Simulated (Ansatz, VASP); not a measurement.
**GaAs: VASP beside Ansatz**

```
CELL_PARAMETERS angstrom
4.06260 0.00000 0.00000
-2.03130 3.51832 0.00000
0.00000 0.00000 25.78057
ATOMIC_POSITIONS crystal
As 0.00000 0.00000 0.29092
As 0.33333 0.66667 0.41958
As 0.66667 0.33333 0.54825
As 0.00000 0.00000 0.67692
Ga 0.33333 0.66667 0.32308
Ga 0.66667 0.33333 0.45175
Ga 0.00000 0.00000 0.58042
Ga 0.33333 0.66667 0.70908
```

Alike in both runs: task single point; functional PBE; k mesh 9 × 9 × 1; occupations gaussian, width 0.05 eV; no spin polarisation.

|  | VASP | Ansatz |
| --- | --- | --- |
| version | VASP 6.6.1 | Ansatz 0.2.0 |
| potentials or method | VASP PAW PBE potentials, release 64 (As, Ga_d), cutoff 520 eV | scalar-relativistic, plane waves, PAW |
| valence electrons in the cell | 72 | 112 |

```tsv
	VASP	Ansatz	Ansatz less VASP
gap on the k mesh at the Fermi level (eV)	none	none	-
rms of the force components (eV/Å)	0.215	0.216	+0.0014
work function, face that differs most (eV)	5.75	5.75	+0.001
```

A gap of «none» marks a metal or a gap that the smearing closes. The functional is the same, so the differences come from potentials, cutoffs and numerics. VASP's potentials hold 72 valence electrons a cell and Ansatz's 112, so a difference there can come from the potentials and not from the codes. Ansatz's warnings: xc potential rough in thin density.
